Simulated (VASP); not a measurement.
# AlN (P1) in VASP: a series of runs, part 2 of 2

VASP 6.6.1.

### Step 3. Electric field gradients, PBEsol (equal xy, yz and zx shear strains of -1 %)

The input, INCAR:

```
SYSTEM = AlN
PREC = Accurate
ENCUT = 520
EDIFF = 1E-8
ISMEAR = -1
SIGMA = 0.03
LREAL = .False.
LASPH = .True.
NELM = 100
ALGO = Normal
ISIF = 2
LWAVE = .False.
LCHARG = .False.
GGA = PS
LEFG = .True.
NBANDS = 16
```

The input, KPOINTS:

```
Automatic mesh
0
Gamma
  10 10 6
  0 0 0
```

The input, POSCAR:

```
AlN
1.0
    3.1110021516     -0.0155550108     -0.0155550108
   -1.5689721103      2.7019843999     -0.0056935291
   -0.0248900000     -0.0248900000      4.9780000000
Al N
2 2
Direct
    0.3333333333      0.6666666667      0.0000000000
    0.6666666667      0.3333333333      0.5000000000
    0.3333333333      0.6666666667      0.3850000000
    0.6666666667      0.3333333333      0.8850000000
```

Potentials or basis: VASP PAW PBE potentials, release 64 (Al, N).

Command:

```bash
cat potpaw_PBE.64/Al/POTCAR potpaw_PBE.64/N/POTCAR > POTCAR
mpirun -np 1 vasp_std > vasp.out
```

OUTCAR:

```text
SYSTEM = AlN
   PREC = Accurate
   ENCUT = 520
   EDIFF = 1E-8
   ISMEAR = -1
   LREAL = .False.
   LASPH = .True.
   NELM = 100
   ISIF = 2
   GGA = PS

 ion  position               nearest neighbor table
   1  0.333  0.667  0.000-   4 1.87   4 1.89   4 1.89   3 1.92   2 3.04   2 3.05   2 3.07   2 3.08
                             2 3.08   2 3.08
   2  0.667  0.333  0.500-   3 1.88   3 1.89   3 1.89   4 1.92   1 3.04   1 3.05   1 3.07   1 3.08
                             1 3.08   1 3.08
   3  0.333  0.667  0.385-   2 1.88   2 1.89   2 1.89   1 1.92
   4  0.667  0.333  0.885-   1 1.87   1 1.89   1 1.89   2 1.92

  LATTYP: Found a triclinic cell.
 ALAT       =     3.0976137608
 B/A-ratio  =     1.0043472705
 C/A-ratio  =     1.6070836563
 COS(alpha) =     0.0099745013
 COS(beta)  =     0.0136846555
 COS(gamma) =     0.4934979113

  Lattice vectors:

 A1 = (   1.5420300413,   2.6864293891,  -0.0212485399)
 A2 = (   3.1110021516,  -0.0155550108,  -0.0155550108)
 A3 = (   0.0248900000,   0.0248900000,  -4.9780000000)

[... 663 lines left out ...]
     -0.00898      1.79614     -0.00898         0.156563      0.059140      0.182080
      1.53857      0.87785      2.47673        -0.042033      0.055157      0.178596
     -0.01856      1.78656      1.90755         0.058456     -0.055248     -0.178170
      1.52898      0.86826      4.39326        -0.172986     -0.059049     -0.182506
 -----------------------------------------------------------------------------------
    total drift:                               -0.000163     -0.000340      0.000230

  FREE ENERGIE OF THE ION-ELECTRON SYSTEM (eV)
  ---------------------------------------------------
  free  energy   TOTEN  =       -31.3038125769 eV

  energy  without entropy=      -31.3038125769  energy(sigma->0) =      -31.30381258

 Electric field gradients (V/A^2)
---------------------------------------------------------------------
 ion       V_xx      V_yy      V_zz      V_xy      V_xz      V_yz
---------------------------------------------------------------------
   1      -5.357    -3.193     8.550    -1.991    -1.105     0.022
   2      -3.193    -5.324     8.517     0.156     1.162     0.036
   3      -0.183    -0.501     0.685    -1.215    -0.901    -1.078
   4      -0.486    -0.206     0.692    -1.514    -1.263    -1.085
---------------------------------------------------------------------

 Electric field gradients after diagonalization (V/A^2)
 (convention: |V_zz| > |V_xx| > |V_yy|)
----------------------------------------------------------------------
 ion       V_xx      V_yy      V_zz     asymmetry (V_yy - V_xx)/ V_zz
----------------------------------------------------------------------
   1      -6.599    -2.041     8.640       0.528
   2      -5.336    -3.296     8.632       0.236
   3       1.360     0.881    -2.242       0.214
   4       1.518     1.169    -2.687       0.130
----------------------------------------------------------------------

           NMR quadrupolar parameters

 Cq : quadrupolar parameter    Cq=e*Q*V_zz/h
 eta: asymmetry parameters     (V_yy - V_xx)/ V_zz
 Q  : nuclear electric quadrupole moment in mb (millibarn)
----------------------------------------------------------------------
 ion       Cq(MHz)       eta       Q (mb)
----------------------------------------------------------------------
   1       0.021       0.528       1.000
   2       0.021       0.236       1.000
   3      -0.005       0.214       1.000
   4      -0.006       0.130       1.000
----------------------------------------------------------------------
```

OSZICAR:

```text
N       E                     dE             d eps       ncg     rms          rms(c)
DAV:   1     0.390291616154E+02    0.39029E+02   -0.72904E+03  9744   0.893E+02
DAV:   2    -0.323748614411E+02   -0.71404E+02   -0.65322E+02 13848   0.186E+02
DAV:   3    -0.357411963976E+02   -0.33663E+01   -0.33562E+01 12120   0.414E+01
DAV:   4    -0.357614293120E+02   -0.20233E-01   -0.20232E-01 12344   0.365E+00
DAV:   5    -0.357616889978E+02   -0.25969E-03   -0.25968E-03 12216   0.416E-01    0.117E+01
DAV:   6    -0.313562726468E+02    0.44054E+01   -0.95600E+00 11792   0.224E+01    0.418E+00
DAV:   7    -0.313411025605E+02    0.15170E-01   -0.61593E-01 10816   0.546E+00    0.290E+00
DAV:   8    -0.313083466695E+02    0.32756E-01   -0.71855E-02 11352   0.227E+00    0.595E-01
DAV:   9    -0.313035325688E+02    0.48141E-02   -0.12457E-02 13232   0.831E-01    0.250E-01
DAV:  10    -0.313038873851E+02   -0.35482E-03   -0.14059E-03 10568   0.244E-01    0.155E-01
DAV:  11    -0.313038133594E+02    0.74026E-04   -0.11920E-04 11920   0.801E-02    0.328E-02
DAV:  12    -0.313038128492E+02    0.51016E-06   -0.51584E-06 11120   0.195E-02    0.597E-03
DAV:  13    -0.313038125183E+02    0.33090E-06   -0.21048E-06 12416   0.108E-02    0.370E-03
DAV:  14    -0.313038125590E+02   -0.40684E-07   -0.14202E-07 11120   0.321E-03    0.101E-03
DAV:  15    -0.313038125780E+02   -0.18955E-07   -0.75626E-09  7376   0.658E-04    0.211E-04
DAV:  16    -0.313038125769E+02    0.10534E-08   -0.52481E-10  5632   0.266E-04
   1 F= -.31303813E+02 E0= -.31303813E+02  d E =-.194917E-10
```

stdout:

```text
POSCAR found type information on POSCAR AlN
 POSCAR found :  2 types and       4 ions
 scaLAPACK will be used
 -----------------------------------------------------------------------------
|                                                                             |
|                                                                             |
|     You enforced a specific xc type in the INCAR file but a different       |
|     I HOPE YOU KNOW WHAT YOU ARE DOING!                                     |
|                                                                             |
 -----------------------------------------------------------------------------

 LDA part: xc-table for (Slater+PW92), standard interpolation
 POSCAR, INCAR and KPOINTS ok, starting setup
 FFT: planning ... GRIDC
 FFT: planning ... GRID_SOFT
 FFT: planning ... GRID
 WAVECAR not read
 entering main loop
ion   1
     0.0000349     0.1197472     0.0020638    -0.4210633     0.0675744     0.0630473
     0.0000480     0.1197472     0.0020638    -0.4210633     0.0675744     0.0630473
     0.0000661     0.1197472     0.0020638    -0.4210633     0.0675744     0.0630473
     0.0000910     0.1197472     0.0020638    -0.4210633     0.0675744     0.0630473
[... 34 lines left out ...]
     0.0000281     1.5525230     1.0282595    -0.8823261     1.2579072     0.1989237
     0.0000381     1.5525229     1.0282594    -0.8823261     1.2579071     0.1989237
     0.0000517     1.5525226     1.0282592    -0.8823260     1.2579069     0.1989237
     0.0000701     1.5525222     1.0282589    -0.8823258     1.2579066     0.1989236
```

Wall time 62 s (1 thread of Intel Xeon 6975P-C (Granite Rapids), shared host); peak memory 0.28 GiB.

Results:

```yaml
Free_energy: -31.3038 eV
Pressure: 0.6 GPa
Largest_force: 0.258 eV/Å
Band_gap_on_the_k_mesh: 4.08 eV
Largest_electric_field_gradient_by_atom: Al +8.6; N -2.2, -2.7 V/Å²
```

Forces on the atoms (eV/Å):
```
Al   0.157  0.059  0.182
Al  -0.042  0.055  0.179
N    0.058 -0.055 -0.178
N   -0.173 -0.059 -0.183
```

Electric field gradients, principal values (V/Å²):
```
atom   least  middle  greatest (by size)
1 Al  -2.041  -6.599               8.640
2 Al  -3.296  -5.336               8.632
 3 N   0.881   1.360              -2.242
 4 N   1.169   1.518              -2.687
```

Caveat: the cell differs from its parent crystal (equal xy, yz and zx shear strains of -1 %); without QUAD_EFG the Cq values of the log hold for a quadrupole moment of 1 mb, not for the nuclei; the PAW data sets were made with another functional, which shifts forces and pressure a little.

### Step 4. Electric field gradients, PBEsol (equal xy, yz and zx shear strains of -1 %)

The input, INCAR:

```
ALGO = Normal ; EDIFF = 1E-8
ENCUT = 520 ; GGA = PS
ISIF = 2 ; ISMEAR = -1
LASPH = True ; LCHARG = False
LEFG = True ; LREAL = False
LWAVE = False ; NBANDS = 16
NELM = 80 ; PREC = Accurate
SIGMA = 0.03
```

The input, KPOINTS:

```
k-points
0
Gamma
  10 10 6
```

POSCAR is that of step 3.

Potentials or basis: VASP PAW PBE potentials, release 64 (Al, N).

Command:

```bash
cat potpaw_PBE.64/Al/POTCAR potpaw_PBE.64/N/POTCAR > POTCAR
mpirun -np 1 vasp_std > vasp.out
```

OUTCAR:

```text
EDIFF = 1E-8
   ENCUT = 520
   GGA = PS
   ISIF = 2
   ISMEAR = -1
   LASPH = True
   LREAL = False
   NELM = 80
   PREC = Accurate

 ion  position               nearest neighbor table
   1  0.333  0.667  0.000-   4 1.87   4 1.89   4 1.89   3 1.92   2 3.04   2 3.05   2 3.07   2 3.08
                             2 3.08   2 3.08
   2  0.667  0.333  0.500-   3 1.88   3 1.89   3 1.89   4 1.92   1 3.04   1 3.05   1 3.07   1 3.08
                             1 3.08   1 3.08
   3  0.333  0.667  0.385-   2 1.88   2 1.89   2 1.89   1 1.92
   4  0.667  0.333  0.885-   1 1.87   1 1.89   1 1.89   2 1.92

  LATTYP: Found a triclinic cell.
 ALAT       =     3.0976137608
 B/A-ratio  =     1.0043472705
 C/A-ratio  =     1.6070836563
 COS(alpha) =     0.0099745013
 COS(beta)  =     0.0136846555
 COS(gamma) =     0.4934979113

  Lattice vectors:

 A1 = (   1.5420300413,   2.6864293891,  -0.0212485399)
 A2 = (   3.1110021516,  -0.0155550108,  -0.0155550108)
 A3 = (   0.0248900000,   0.0248900000,  -4.9780000000)

Analysis of symmetry for initial positions (statically):
=====================================================================
 Subroutine PRICEL returns:
 Original cell was already a primitive cell.

 Routine SETGRP: Setting up the symmetry group for a
 triclinic supercell.

 Subroutine GETGRP returns: Found  1 space group operations
 (whereof  1 operations were pure point group operations)
 out of a pool of  2 trial point group operations.

The static configuration has the point symmetry C_1 .

Analysis of symmetry for dynamics (positions and initial velocities):
=====================================================================
 Subroutine PRICEL returns:
 Original cell was already a primitive cell.

 Routine SETGRP: Setting up the symmetry group for a
 triclinic supercell.

 Subroutine GETGRP returns: Found  1 space group operations
 (whereof  1 operations were pure point group operations)
 out of a pool of  2 trial point group operations.

The dynamic configuration has the point symmetry C_1 .

 Subroutine INISYM returns: Found  1 space group operations
 (whereof  1 operations are pure point group operations),
 and found     1 'primitive' translations

----------------------------------------------------------------------------------------

                                     Primitive cell

  volume of cell :      41.7209

  direct lattice vectors                    reciprocal lattice vectors
     3.111002152 -0.015555011 -0.015555011     0.322388609  0.187208055  0.002547983
    -1.568972110  2.701984400 -0.005693529     0.001865253  0.371185396  0.001865253
    -0.024890000 -0.024890000  4.978000000     0.001009518  0.001009518  0.200893984

  length of vectors
     3.111079926  3.124488054  4.978124448     0.372810627  0.371194769  0.200899057

[... 91 lines left out ...]
   ISYM   =      2    0-nonsym 1-usesym 2-fastsym
   POTIM  = 0.5000    time-step for ionic-motion
   TEBEG  =    0.0;   TEEND  =   0.0 temperature during run
   PSTRESS=    0.0 pullay stress
   NELECT =      16.0000    total number of electrons
   NUPDOWN=      -1.0000    fix difference up-down
   EMIN   =  10.00;   EMAX   =-10.00  energy-range for DOS
   EFERMI =   0.00;   METHOD = LEGACY
   ISMEAR =    -1;   SIGMA  =   0.03  broadening in eV -4-tet -1-fermi 0-gaus
   EFERMI_NEDOS =   21; number of points for ismear=-14 and -15
   IALGO  =     38    algorithm
   IMIX   =      4    mixing-type and parameters
     AMIX     =   0.40;   BMIX     =  1.00
     AMIX_MAG =   1.60;   BMIX_MAG =  1.00
  volume/ion in A,a.u.               =      10.43        70.39
  Fermi-wavevector in a.u.,A,eV,Ry     =   1.189407  2.247653 19.247999  1.414688
  Thomas-Fermi vector in A             =   2.325515
   LORBIT       =      0    0 simple, 1 ext, 2 COOP (PROOUT), +10 PAW based schemes
   GGA     = PS    functional components
   LHFCALC =     F    Hartree Fock is set to
   AEXX    =    0.0000 exact exchange contribution
   IVDW    =     0    specifies the selected vdW correction
   LEPSILON=     F    determine dielectric tensor
   LRPA    =     F    only Hartree local field effects (RPA)
 non-spin polarized calculation
  energy-cutoff  :      520.00
  volume of cell :       41.72
 maximum number of plane-waves:      1137
   NGX = 11   NGY = 11   NGZ = 19

 number of electron      15.9999998 magnetization

 Free energy of the ion-electron system (eV)
  ---------------------------------------------------
  ext. energy  EPLUGINS =         0.00000000
  ---------------------------------------------------
  free energy    TOTEN  =       -31.30381258 eV

  energy without entropy =      -31.30381258  energy(sigma->0) =      -31.30381258

 E-fermi :   6.7071     XC(G=0): -11.1124

 val. band max:        6.1341004439   @ k =   0.0000   0.0000   0.0000
 cond. band min:      10.2161716912   @ k =   0.0000   0.0000   0.0000
 fundamental gap:      4.0820712472
 Fermi energy:         6.7070991465

 k-point     1 :       0.0000    0.0000    0.0000
  band No.  band energies     occupation
      1      -9.1005      2.00000
      2      -6.9124      2.00000
      3       0.0331      2.00000
      4       5.1502      2.00000
      5       5.2059      2.00000
      6       5.8089      2.00000
[... 433 lines left out ...]
      3       1.0561      2.00000
      4       2.5658      2.00000
      5       3.2149      2.00000
      6       4.4736      2.00000
[... 8 lines left out ...]
     15      18.5500      0.00000
     16      19.6435      0.00000

 [... further k-points ...]
[... 5 lines left out ...]
  --------------------------------------------------------------------------------------
  -------------------------------------------------------------------------------------
  Total        0.3229652      0.3231760     -0.1966245      0.4675237      0.3321487      0.3322981
  in kB       12.4026043     12.4106988     -7.5508301     17.9539817     12.7552708     12.7610078
  external PRESSURE =       5.7541577 kB  Pullay stress =       0.0000000 kB

 VOLUME and BASIS-vectors are now :
 -----------------------------------------------------------------------------
  energy-cutoff  :      520.00
  volume of cell :       41.72
      direct lattice vectors                 reciprocal lattice vectors
     3.111002152 -0.015555011 -0.015555011     0.322388609  0.187208055  0.002547983
    -1.568972110  2.701984400 -0.005693529     0.001865253  0.371185396  0.001865253
    -0.024890000 -0.024890000  4.978000000     0.001009518  0.001009518  0.200893984

 POSITION                                       TOTAL-FORCE (eV/Angst)
 -----------------------------------------------------------------------------------
     -0.00898      1.79614     -0.00898         0.156563      0.059140      0.182080
      1.53857      0.87785      2.47673        -0.042033      0.055157      0.178596
     -0.01856      1.78656      1.90755         0.058456     -0.055248     -0.178170
      1.52898      0.86826      4.39326        -0.172986     -0.059049     -0.182506
 -----------------------------------------------------------------------------------
    total drift:                               -0.000163     -0.000340      0.000230

  FREE ENERGIE OF THE ION-ELECTRON SYSTEM (eV)
  ---------------------------------------------------
  free  energy   TOTEN  =       -31.3038125769 eV

  energy  without entropy=      -31.3038125769  energy(sigma->0) =      -31.30381258

 Electric field gradients (V/A^2)
---------------------------------------------------------------------
 ion       V_xx      V_yy      V_zz      V_xy      V_xz      V_yz
---------------------------------------------------------------------
   1      -5.357    -3.193     8.550    -1.991    -1.105     0.022
   2      -3.193    -5.324     8.517     0.156     1.162     0.036
   3      -0.183    -0.501     0.685    -1.215    -0.901    -1.078
   4      -0.486    -0.206     0.692    -1.514    -1.263    -1.085
---------------------------------------------------------------------

 Electric field gradients after diagonalization (V/A^2)
 (convention: |V_zz| > |V_xx| > |V_yy|)
----------------------------------------------------------------------
 ion       V_xx      V_yy      V_zz     asymmetry (V_yy - V_xx)/ V_zz
----------------------------------------------------------------------
   1      -6.599    -2.041     8.640       0.528
   2      -5.336    -3.296     8.632       0.236
   3       1.360     0.881    -2.242       0.214
   4       1.518     1.169    -2.687       0.130
----------------------------------------------------------------------

           NMR quadrupolar parameters

 Cq : quadrupolar parameter    Cq=e*Q*V_zz/h
 eta: asymmetry parameters     (V_yy - V_xx)/ V_zz
 Q  : nuclear electric quadrupole moment in mb (millibarn)
----------------------------------------------------------------------
 ion       Cq(MHz)       eta       Q (mb)
----------------------------------------------------------------------
   1       0.021       0.528       1.000
   2       0.021       0.236       1.000
   3      -0.005       0.214       1.000
   4      -0.006       0.130       1.000
----------------------------------------------------------------------
```

Wall time 60 s (1 thread of Intel Xeon 6975P-C (Granite Rapids), shared host); peak memory 0.28 GiB.

Results:

```
Free energy                             : -31.3038 eV
Pressure                                : 0.6 GPa
Largest force                           : 0.258 eV/Å
Band gap on the k mesh                  : 4.08 eV
Largest electric field gradient by atom : Al +8.6; N -2.2, -2.7 V/Å²
```

Forces in eV/Å, atoms in the order of the input:
```
Al   0.157  0.059  0.182
Al  -0.042  0.055  0.179
N    0.058 -0.055 -0.178
N   -0.173 -0.059 -0.183
```

Stress tensor (GPa, compression positive):
```
 1.24  1.80  1.28
 1.80  1.24  1.28
 1.28  1.28 -0.76
```

Electric field gradients, principal values (V/Å²):
```csv
atom,least,middle,greatest (by size)
1 Al,-2.041,-6.599,8.640
2 Al,-3.296,-5.336,8.632
3 N,0.881,1.360,-2.242
4 N,1.169,1.518,-2.687
```

Caveat: the cell differs from its parent crystal (equal xy, yz and zx shear strains of -1 %); without QUAD_EFG the Cq values of the log hold for a quadrupole moment of 1 mb, not for the nuclei; the PAW data sets were made with another functional, which shifts forces and pressure a little.
